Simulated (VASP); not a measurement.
A run of VASP 6.6.1:

Contents of INCAR:

```
SYSTEM = H5C16F
ALGO = Normal
EDIFF = 1E-7
ENCUT = 520
GGA = PE
ISIF = 2
ISMEAR = 0
IVDW = 12
LASPH = .True.
LCHARG = .False.
LREAL = Auto
LWAVE = .False.
NBANDS = 55
NELM = 60
PREC = Accurate
SIGMA = 0.05
```

Contents of KPOINTS:

```
k-points
0
Gamma
  3 3 1
  0 0 0
```

POSCAR

```
H5C16F
1.0
    5.0487420000      0.0000000000      0.0000000000
    2.5243710000      4.3723390000      0.0000000000
    0.0000000000      0.0000000000     16.6764260000
H C F
5 16 1
Direct
    0.1666667848      0.1666666285      0.0599648870
    0.6666665867      0.1666666285      0.0599648870
    0.1666666285      0.6666667429      0.0599648870
    0.6666666285      0.6666667429      0.0599648870
    0.0085444694      0.4829108630      0.3475315394
    0.1666667848      0.1666666285      0.1259262626
    0.6666665867      0.1666666285      0.1259262626
    0.1666666285      0.6666667429      0.1259262626
    0.6666666285      0.6666667429      0.1259262626
   -0.1666666285      0.3333332571      0.1568252694
    0.3333333715      0.3333332571      0.1568252694
   -0.1666665867      0.8333333715      0.1568252694
    0.3333332152      0.8333333715      0.1568252694
   -0.1615896579      0.3249068748      0.2506438130
    0.3366827831      0.3249068748      0.2506438130
   -0.1646520736      0.8293039492      0.2559597002
    0.3356447926      0.8287102167      0.2531682148
    0.0040869331     -0.0081885234      0.2718380425
    0.5041017883     -0.0081885234      0.2718380425
    0.0046743441      0.4906511137      0.2818630323
    0.5050068586      0.4899864809      0.2801795181
    0.5089992297      0.4820017387      0.3644006216
```

Potentials or basis: VASP PAW PBE potentials, release 64 (H, C, F).

Command:

```console
$ cat potpaw_PBE.64/H/POTCAR potpaw_PBE.64/C/POTCAR potpaw_PBE.64/F/POTCAR > POTCAR
$ mpirun -np 1 vasp_std > vasp.out
```

Hardware: 1 thread of AMD EPYC 9R45 96-Core Processor (Zen 5), with other jobs on the host.

Task: How long does it take, and how much memory?

Result: Run time: 2.7 min on 1 thread of AMD EPYC 9R45 96-Core Processor (Zen 5) (shared host), peak memory 0.45 GiB. Counts: scf iterations 27, k points 4.
